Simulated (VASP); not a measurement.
# BiH (P6_3/mmc) in VASP: notebook

BiH is run at these levels: PBE; tasks: single point, relaxation of cell and atoms.

All numbers are computed with VASP 6.6.1; they aren't measurements. Logs are shortened: lines on timing, memory, paths and dates and some standing lists are left out, and cuts for length are marked.

## (1) The cell of the first run

The structure is hexagonal, space group P6_3/mmc (No. 194). The conventional cell has a = 3.676 Å, b = 3.676 Å, c = 5.783 Å, α = 90.00°, β = 90.00°, γ = 120.00°. Bi (site symmetry -6m2) has 6 H at 2.57 Å within 3.4 Å. H (site symmetry -3m) has 6 Bi at 2.57 Å and 2 H at 2.89 Å within 3.4 Å.

## (2) Single point, PBE

INCAR

```
SYSTEM = BiH
  PREC = Accurate
  ENCUT = 520
  EDIFF = 1E-6
  ISMEAR = 0
  SIGMA = 0.1
  LREAL = .False.
  LASPH = .True.
  NELM = 100
  ALGO = Normal
  ISIF = 2
  LWAVE = .False.
  LCHARG = .True.
  GGA = PE
  LELF = .True.
  LVHAR = .True.
  NBANDS = 24
```

KPOINTS

```
Automatic mesh
0
Gamma
  15 15 8
  0 0 0
```

POSCAR

```
BiH
1.0
    3.6757404222      0.0000000000      0.0000000000
   -1.8378702111      3.1832845834      0.0000000000
    0.0000000000      0.0000000000      5.7829422168
Bi H
2 2
Direct
    0.3333333333      0.6666666667      0.7500000000
    0.6666666667      0.3333333333      0.2500000000
    0.0000000000      0.0000000000      0.0000000000
    0.0000000000      0.0000000000      0.5000000000
```

Potentials or basis: VASP PAW PBE potentials, release 64 (Bi_d, H).

Command:

```
$ cat potpaw_PBE.64/Bi_d/POTCAR potpaw_PBE.64/H/POTCAR > POTCAR
$ mpirun -np 1 vasp_std > vasp.out
```

OUTCAR:

```text
SYSTEM = BiH
   PREC = Accurate
   ENCUT = 520
   EDIFF = 1E-6
   ISMEAR = 0
   LREAL = .False.
   LASPH = .True.
   NELM = 100
   ISIF = 2
   GGA = PE

 ion  position               nearest neighbor table
   1  0.333  0.667  0.750-   2 3.59   2 3.59   2 3.59   2 3.59   2 3.59   2 3.59
   2  0.667  0.333  0.250-   1 3.59   1 3.59   1 3.59   1 3.59   1 3.59   1 3.59
   3  0.000  0.000  0.000-
   4  0.000  0.000  0.500-

  LATTYP: Found a hexagonal cell.
 ALAT       =     3.6757404222
 C/A-ratio  =     1.5732727431

  Lattice vectors:

 A1 = (   3.6757404222,   0.0000000000,   0.0000000000)
 A2 = (  -1.8378702111,   3.1832845834,   0.0000000000)
 A3 = (   0.0000000000,   0.0000000000,   5.7829422168)

Analysis of symmetry for initial positions (statically):
=====================================================================
 Subroutine PRICEL returns:
 Original cell was already a primitive cell.

 Routine SETGRP: Setting up the symmetry group for a
 hexagonal supercell.

 Subroutine GETGRP returns: Found 24 space group operations
 (whereof 12 operations were pure point group operations)
 out of a pool of 24 trial point group operations.

The static configuration has the point symmetry D_3d.
 The point group associated with its full space group is D_6h.

Analysis of symmetry for dynamics (positions and initial velocities):
=====================================================================
 Subroutine PRICEL returns:
 Original cell was already a primitive cell.

 Routine SETGRP: Setting up the symmetry group for a
 hexagonal supercell.

 Subroutine GETGRP returns: Found 24 space group operations
 (whereof 12 operations were pure point group operations)
 out of a pool of 24 trial point group operations.

The dynamic configuration has the point symmetry D_3d.
 The point group associated with its full space group is D_6h.

 Subroutine INISYM returns: Found 24 space group operations
 (whereof 12 operations are pure point group operations),
 and found     1 'primitive' translations

----------------------------------------------------------------------------------------

                                     Primitive cell

  volume of cell :      67.6658

  direct lattice vectors                    reciprocal lattice vectors
     3.675740422  0.000000000  0.000000000     0.272054031  0.157070468  0.000000000
[... 84 lines left out ...]
   ISPIN  =      1    spin polarized calculation?
   LNONCOLLINEAR =      F non collinear calculations
   LSORBIT =      F    spin-orbit coupling
   LASPH  =      T    aspherical Exc in radial PAW
   ENCUT  =  520.0 eV  38.22 Ry    6.18 a.u.   6.83  6.83 10.75*2*pi/ulx,y,z
   NELM   =    100;   NELMIN=  2; NELMDL= -5     # of ELM steps
   EDIFF  = 0.1E-05   stopping-criterion for ELM
   LREAL  =      F    real-space projection
   EDIFFG = 0.1E-04   stopping-criterion for IOM
   NSW    =      0    number of steps for IOM
   IBRION =     -1    ionic relax: 0-MD 1-quasi-New 2-CG
   NFREE  =      0    steps in history (QN), initial steepest desc. (CG)
   ISIF   =      2    stress and relaxation
   ISYM   =      2    0-nonsym 1-usesym 2-fastsym
   POTIM  = 0.5000    time-step for ionic-motion
   TEBEG  =    0.0;   TEEND  =   0.0 temperature during run
   PSTRESS=    0.0 pullay stress
   NELECT =      32.0000    total number of electrons
   NUPDOWN=      -1.0000    fix difference up-down
   EMIN   =  10.00;   EMAX   =-10.00  energy-range for DOS
   EFERMI =   0.00;   METHOD = LEGACY
   ISMEAR =     0;   SIGMA  =   0.10  broadening in eV -4-tet -1-fermi 0-gaus
   EFERMI_NEDOS =   21; number of points for ismear=-14 and -15
   IALGO  =     38    algorithm
   IMIX   =      4    mixing-type and parameters
     AMIX     =   0.40;   BMIX     =  1.00
     AMIX_MAG =   1.60;   BMIX_MAG =  1.00
  volume/ion in A,a.u.               =      16.92       114.16
  Fermi-wavevector in a.u.,A,eV,Ry     =   1.275465  2.410279 22.134096  1.626810
  Thomas-Fermi vector in A             =   2.408175
   LORBIT       =      0    0 simple, 1 ext, 2 COOP (PROOUT), +10 PAW based schemes
   GGA     = PE    functional components
   LHFCALC =     F    Hartree Fock is set to
   AEXX    =    0.0000 exact exchange contribution
   IVDW    =     0    specifies the selected vdW correction
   LEPSILON=     F    determine dielectric tensor
   LRPA    =     F    only Hartree local field effects (RPA)
 non-spin polarized calculation
 Gauss-broadening in eV      SIGMA  =   0.10
  energy-cutoff  :      520.00
  volume of cell :       67.67
 maximum number of plane-waves:      1846
 NGX is ok and might be reduce to    28
   NGX = 13   NGY = 13   NGZ = 21

 number of electron      31.9999996 magnetization

 Free energy of the ion-electron system (eV)
  ---------------------------------------------------
  ext. energy  EPLUGINS =         0.00000000
  ---------------------------------------------------
  free energy    TOTEN  =       -11.96749120 eV

  energy without entropy =      -11.96086902  energy(sigma->0) =      -11.96418011

 E-fermi :   7.6297     XC(G=0): -10.4424

 val. band max:        7.6218393238   @ k =   0.3333   0.0000   0.0000
 cond. band min:       7.6396398785   @ k =   0.2000   0.2000   0.0000
 fundamental gap:      0.0178005547
 Fermi energy:         7.6296736194

 k-point     1 :       0.0000    0.0000    0.0000
  band No.  band energies     occupation
      1     -15.6140      2.00000
      2     -15.6131      2.00000
      3     -15.6008      2.00000
      4     -15.6008      2.00000
      5     -15.5924      2.00000
      6     -15.5924      2.00000
[... 637 lines left out ...]
     23      18.2074      0.00000
     24      19.5157      0.00000

 [... further k-points ...]
[... 5 lines left out ...]
  --------------------------------------------------------------------------------------
  -------------------------------------------------------------------------------------
  Total       -0.0277190     -0.0277190     -0.0379635     -0.0000000      0.0000000      0.0000000
  in kB       -0.6563245     -0.6563245     -0.8988914     -0.0000000      0.0000000      0.0000000
  external PRESSURE =      -0.7371802 kB  Pullay stress =       0.0000000 kB

 VOLUME and BASIS-vectors are now :
 -----------------------------------------------------------------------------
  energy-cutoff  :      520.00
  volume of cell :       67.67
      direct lattice vectors                 reciprocal lattice vectors
     3.675740422  0.000000000  0.000000000     0.272054031  0.157070468  0.000000000
    -1.837870211  3.183284583  0.000000000     0.000000000  0.314140936  0.000000000
     0.000000000  0.000000000  5.782942217     0.000000000  0.000000000  0.172922357

 POSITION                                       TOTAL-FORCE (eV/Angst)
 -----------------------------------------------------------------------------------
     -0.00000      2.12219      4.33721         0.000000      0.000000      0.000000
      1.83787      1.06109      1.44574        -0.000000      0.000000      0.000000
      0.00000      0.00000      0.00000        -0.000000     -0.000000      0.000000
      0.00000      0.00000      2.89147        -0.000000     -0.000000      0.000000
 -----------------------------------------------------------------------------------
    total drift:                               -0.000000      0.000000      0.000000

  FREE ENERGIE OF THE ION-ELECTRON SYSTEM (eV)
  ---------------------------------------------------
  free  energy   TOTEN  =       -11.9674912013 eV

  energy  without entropy=      -11.9608690179  energy(sigma->0) =      -11.96418011
```

Run time: 5.7 min. Hardware: 1 thread of AMD EPYC 7R43 (Zen 3), shared host; peak memory 0.28 GiB.

Results:

* Free energy: -11.9675 eV
* Pressure: -0.1 GPa
* Band gap on the k mesh: zero (band 16 reaches 10.36 eV, above the bottom of band 17 at 5.80 eV)

Caveat: spin-orbit coupling is left out, which moves the levels of the heavy elements.

## (3) Relaxation of cell and atoms, PBE

This run uses another cell than the first one, of 16.96 Å³/atom, 1.003 times its volume.

INCAR

```
PREC = Accurate
ENCUT = 600
EDIFF = 1E-6
ISMEAR = 0
SIGMA = 0.1
LREAL = F
LASPH = T
NELM = 100
ALGO = Normal
ISIF = 3
LWAVE = F
LCHARG = F
GGA = PE
IBRION = 2
NSW = 100
EDIFFG = -0.01
```

KPOINTS

```
Automatic mesh
0
Gamma
  15 15 8
```

POSCAR

```
BiH
1.0
    3.7177182019      0.0000000000      0.0000000000
   -1.8588591010      3.2196384070      0.0000000000
    0.0000000000      0.0000000000      5.6685352804
Bi H
2 2
Direct
    0.3333333333      0.6666666667      0.7500000000
    0.6666666667      0.3333333333      0.2500000000
    0.0000000000      0.0000000000      0.0000000000
    0.0000000000      0.0000000000      0.5000000000
```

Potentials or basis: VASP PAW PBE potentials, release 64 (Bi_d, H).

Command:

```
$ cat potpaw_PBE.64/Bi_d/POTCAR potpaw_PBE.64/H/POTCAR > POTCAR
$ mpirun -np 1 vasp_std > vasp.out
```

Wall time 27 min (1 thread of AMD EPYC 7R43 (Zen 3), shared host); peak memory 0.35 GiB.

It converged, with:

| Item | Value |
| --- | --- |
| Free energy | -11.9679 eV |
| Relaxed volume | 16.93 Å³/atom |
| Relaxed cell | a = 3.681 Å, b = 3.681 Å, c = 5.769 Å, α = 90.00°, β = 90.00°, γ = 120.00° |
| Space group after relaxing (to 0.05 Å) | P6_3/mmc (No. 194) |
| Energy gained by relaxing | 0.5 meV/atom |
| Ionic steps | 9 |
| Pressure after relaxing | 0.0 GPa |
| Band gap on the k mesh | zero (band 16 reaches 10.31 eV, above the bottom of band 17 at 5.78 eV) |

Step by step:
| step | energy change (eV) | largest force (eV/Å) | pressure (GPa) | volume (Å³) |
| --- | --- | --- | --- | --- |
| 1 | 0.0000 | 0.0000 | -0.08 | 67.85 |
| 2 | -0.0003 | 0.0000 | -0.02 | 67.76 |
| 3 | -0.0008 | 0.0000 | 0.12 | 67.59 |
| 4 | -0.0009 | 0.0000 | 0.41 | 67.25 |
| 5 | -0.0010 | 0.0000 | 0.31 | 67.36 |
| 6 | -0.0012 | 0.0000 | 0.26 | 67.41 |
| 7 | -0.0017 | 0.0000 | 0.11 | 67.56 |
| 8 | -0.0017 | 0.0000 | -0.17 | 67.85 |
| 9 | -0.0019 | 0.0000 | -0.05 | 67.72 |

Final structure:
```
Bi H
1.0
     3.68149    0.00000    0.00000
    -1.84075    3.18827    0.00000
     0.00000    0.00000    5.76920
Bi H
2 2
Direct
  0.33333 0.66667 0.75000
  0.66667 0.33333 0.25000
  0.00000 0.00000 0.00000
  0.00000 0.00000 0.50000
```

Levels at points of the mesh, in eV from the Fermi level:
```
           k point  band 12  band 13  band 14  band 15  band 16  band 17  band 18  band 19  band 20
(0.00, 0.00, 0.00)   -10.67    -6.87    -0.26     2.30     2.30     3.44     3.56     3.56     4.50
(0.00, 0.00, 0.50)   -12.73    -3.00    -3.00     2.67     2.67     2.94     2.94     2.94     2.94
```

Caveat: spin-orbit coupling is left out, which moves the levels of the heavy elements.

## (4) Single point, PBE

This run uses another cell than the first one, of 15.89 Å³/atom, 0.939 times its volume.

INCAR

```
PREC = Accurate
ENCUT = 520
EDIFF = 1E-6
ISMEAR = 0
SIGMA = 0.1
LREAL = F
LASPH = T
NELM = 100
ALGO = Normal
ISIF = 2
LWAVE = F
LCHARG = F
GGA = PE
NBANDS = 24
```

KPOINTS

```
regular mesh
0
Gamma
  6 6 4
```

POSCAR

```
BiH
1.0
    3.5450198800      0.0000000000      0.0000000000
   -1.7725099400      3.0700772700      0.0000000000
    0.0000000000      0.0000000000      5.8407379800
Bi H
2 2
Direct
    0.3333333300      0.6666666700      0.7500000000
    0.6666666700      0.3333333300      0.2500000000
    0.0000000000      0.0000000000      0.0000000000
    0.0000000000      0.0000000000      0.5000000000
```

Command:

```
$ cat potpaw_PBE.64/Bi_d/POTCAR potpaw_PBE.64/H/POTCAR > POTCAR
$ mpirun -np 1 vasp_std > vasp.out
```

Run time: 67 s. Hardware: 1 thread of AMD EPYC 7R43 (Zen 3), shared host; peak memory 0.15 GiB.

It converged, with:

| Item | Value |
| --- | --- |
| Free energy | -11.8319 eV |
| Pressure | 4.0 GPa |
| Band gap on the k mesh | zero (band 16 reaches 11.58 eV, above the bottom of band 17 at 6.81 eV) |

Stress tensor (GPa, compression positive):
```
3.86 0.00 0.00
0.00 3.86 0.00
0.00 0.00 4.24
```

Levels at points of the mesh, in eV from the Fermi level:
```csv
k point,band 13,band 14,band 15,band 16,band 17,band 18,band 19,band 20
"(0.00, 0.00, 0.00)",-7.61,-0.10,2.85,2.85,3.77,4.04,4.04,4.08
"(0.50, 0.00, 0.00)",-6.47,-4.02,-3.70,-2.62,-0.34,1.11,2.69,2.76
"(0.00, 0.00, 0.50)",-3.57,-3.57,2.90,2.90,3.46,3.46,3.46,3.46
"(0.50, 0.00, 0.50)",-6.72,-6.72,-0.24,-0.24,0.85,0.85,0.99,0.99
```

Caveat: spin-orbit coupling is left out, which moves the levels of the heavy elements.

## (5) Overview

| task | cell | k mesh | cutoff (eV) | gap on the mesh (eV) | pressure (GPa) |
| --- | --- | --- | --- | --- | --- |
| single point | a = 3.676, b = 3.676, c = 5.783 Å, angles 90.0, 90.0, 120.0°, 4 atoms | 15 × 15 × 8 | 520 | none | -0.1 |
| relaxation of cell and atoms | relaxed from a = 3.718, b = 3.718, c = 5.669 Å, angles 90.0, 90.0, 120.0°, 4 atoms | 15 × 15 × 8 | 600 | none | 0.0 |
| single point | a = 3.545, b = 3.545, c = 5.841 Å, angles 90.0, 90.0, 120.0°, 4 atoms | 6 × 6 × 4 | 520 | none | 4.0 |

Alike in all rows: level PBE; potentials or basis VASP PAW PBE potentials, release 64 (Bi_d, H); no spin polarisation; smearing gaussian 0.1 eV.

Caveats: spin-orbit coupling is left out, which moves the levels of the heavy elements.

Absolute energies hang on the potentials; compare differences alone.
